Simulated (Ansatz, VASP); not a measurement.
**One calculation of VO2, two programs**

```
CELL_PARAMETERS angstrom
4.55460 0.00000 0.00000
0.00000 4.55460 0.00000
0.00000 0.00000 2.85280
ATOMIC_POSITIONS crystal
V 0.00000 0.00000 0.00000
V 0.50000 0.50000 0.50000
O 0.30010 0.30010 0.00000
O 0.19990 0.80010 0.50000
O 0.69990 0.69990 0.00000
O 0.80010 0.19990 0.50000
```

Alike in both runs: functional PBE; k mesh 10 × 10 × 16; occupations fermi-dirac, width 0.05 eV; collinear spin.

Ansatz relaxed the structure, and its values are those at the end. VASP's run is a single point on that final structure, the one shown.

|  | VASP | Ansatz |
| --- | --- | --- |
| version | VASP 6.6.1 | Ansatz 0.2.0 |
| potentials or method | VASP PAW PBE potentials, release 64 (V_sv, O) | plane-wave PAW, scalar-relativistic |
| plane-wave cutoff (eV) | 600 | 420 |
| valence electrons in the cell | 50 | 50 |

|  | VASP | Ansatz | Ansatz less VASP |
| --- | --- | --- | --- |
| pressure (GPa) | 2.2 | 1.7 | -0.58 |
| rms of the force components (eV/Å) | 0.022 | 0.009 | -0.0126 |
| net moment per atom (μB) | 0.33 | 0.33 | 0.000 |
| size of the moment on the site where the two differ most (μB) | 1.05 | 0.83 | -0.216 |

Site moments also hang on the region over which each program counts them. Ansatz's warnings: stress scf threshold loose.
